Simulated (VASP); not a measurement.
A run of VASP 6.6.1 is set up as follows.

Contents of INCAR:

```
SYSTEM = Ni
ALGO = Normal
EDIFF = 1E-6
ENCUT = 520
GGA = RP
ISIF = 2
ISMEAR = -1
LASPH = .True.
LCHARG = .True.
LELF = .True.
LREAL = .False.
LVHAR = .True.
LWAVE = .False.
NBANDS = 17
NELM = 80
PREC = Accurate
SIGMA = 0.1
```

Contents of KPOINTS:

```
k-points
0
Gamma
  25 25 23
  0 0 0
```

File POSCAR:

```
Ni
1.0
   -3.0129728958      3.0132876836      1.2451020581
    3.0132876836     -3.0129728958      1.2451020581
    1.5698009470      1.5698009470     -1.2445255238
Ni
2
Direct
    0.0000228530      0.9999771470      0.0000000000
    0.7499771470      0.2500228530      0.5000000000
```

Potentials or basis: VASP PAW PBE potentials, release 64 (Ni).

Command:

```bash
$ cat potpaw_PBE.64/Ni/POTCAR > POTCAR
$ mpirun -np 1 vasp_std > vasp.out
```

What does it give for the band gap on the k mesh?

Zero (bands 10 and 11 overlap by 0.67 eV).

Predict the pressure.

-5.9 GPa.

Stress tensor (GPa, compression positive):
```
-6.00 -0.01 -0.02
-0.01 -6.00 -0.02
-0.02 -0.02 -5.72
```

Caveat: the cell stands under tension; the PAW data sets were made with another functional, which shifts forces and pressure a little; the run has no spin polarisation, though such a crystal can be magnetic. Spin polarisation is off, so any magnetic state and its effect on volume and gap are missing.
